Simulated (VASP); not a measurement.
## ZnS: single point with PBEsol

Crystal: ZnS.

```
CELL_PARAMETERS angstrom
0.00000 2.53102 2.53102
2.53102 0.00000 2.53102
2.53102 2.53102 0.00000
ATOMIC_POSITIONS crystal
Zn 0.00000 0.00000 0.00000
S 0.50000 0.50000 0.50000
```

```json
{
 "Program": "VASP 6.6.1",
 "Task": "single point",
 "Functional": "PBEsol",
 "Potentials or basis": "VASP PAW PBE potentials, release 64 (Zn, S)",
 "Cutoff": "500 eV",
 "k mesh": "6 × 6 × 6",
 "Occupations": "methfessel-paxton, width 0.2 eV",
 "Spin": "no spin polarisation",
 "Dipole correction": "no",
 "Further INCAR settings": "ALGO = Normal; EDIFF = 1e-06; NBANDS = 16"
}
```

The pressure is -2.1 GPa. The band gap on the k mesh is zero (band 9 reaches 3.97 eV, above the bottom of band 10 at 3.58 eV).

Levels at points of the mesh, in eV from the Fermi level:
| k point | band 6 | band 7 | band 8 | band 9 | band 10 | band 11 | band 12 | band 13 |
| --- | --- | --- | --- | --- | --- | --- | --- | --- |
| (0.00, 0.00, 0.00) | -6.35 | -0.66 | -0.66 | -0.66 | 1.82 | 8.94 | 8.94 | 8.94 |
| (0.50, 0.00, 0.00) | -6.17 | -5.46 | -0.13 | -0.13 | 3.69 | 5.44 | 5.44 | 7.49 |
| (0.50, 0.50, 0.00) | -5.68 | -5.45 | -2.65 | -2.65 | -0.43 | 5.22 | 11.81 | 12.35 |

Run time: 5.7 s on 1 thread of Intel(R) Xeon(R) 6975P-C (Granite Rapids), on a shared host, peak memory 0.15 GiB.

Caveat: the PAW data sets were made with another functional, which shifts forces and pressure a little.
